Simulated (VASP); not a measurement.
**ZnO: single point with PBE**

The system is ZnO.

```
Zn O
1.0
     3.13828    0.00000    0.00000
    -1.56914    2.71783    0.00000
     0.00000    0.00000    5.05462
Zn O
2 2
Direct
  0.33333 0.66667 0.99765
  0.66667 0.33333 0.49765
  0.33333 0.66667 0.37735
  0.66667 0.33333 0.87735
```

This cell differs from its parent crystal: strain -3.0%.

| Property | Result |
| --- | --- |
| Program | VASP 6.6.1 |
| Task | single point |
| Functional | PBE |
| Potentials or basis | VASP PAW PBE potentials, release 64 (Zn, O) |
| Cutoff | 520 eV |
| k mesh | 12 × 12 × 6 |
| Occupations | fermi-dirac, width 0.02 eV |
| Spin | no spin polarisation |

* Pressure: 24.9 GPa
* Largest force: 0.008 eV/Å
* Band gap on the k mesh: 0.92 eV

Forces on the atoms (eV/Å):
```
Zn   0.000  0.000  0.008
Zn   0.000  0.000  0.008
O    0.000  0.000 -0.008
O    0.000  0.000 -0.008
```

Levels at points of the mesh, in eV from the valence-band top:
| k point | band 14 | band 15 | band 16 | band 17 | band 18 | band 19 | band 20 | band 21 | band 22 | band 23 |
| --- | --- | --- | --- | --- | --- | --- | --- | --- | --- | --- |
| (0.00, 0.00, 0.00) | -0.91 | -0.91 | -0.13 | 0.00 | 0.00 | 0.92 | 5.58 | 8.53 | 13.39 | 13.39 |
| (0.50, 0.00, 0.00) | -3.84 | -3.12 | -2.61 | -1.45 | -0.98 | 6.20 | 6.98 | 7.69 | 9.17 | 11.12 |
| (0.00, 0.00, 0.50) | -2.32 | -0.45 | -0.45 | -0.45 | -0.45 | 3.68 | 3.68 | 10.46 | 10.46 | 13.69 |
| (0.50, 0.00, 0.50) | -3.97 | -1.73 | -1.73 | -1.56 | -1.56 | 5.86 | 5.86 | 9.00 | 9.00 | 11.70 |

It took 27 s on 1 thread of Intel(R) Xeon(R) 6975P-C (Granite Rapids), with other jobs on the host, peak memory 0.2 GiB.

Caveat: the cell differs from its parent crystal (strain -3.0%); the cell stands under pressure.
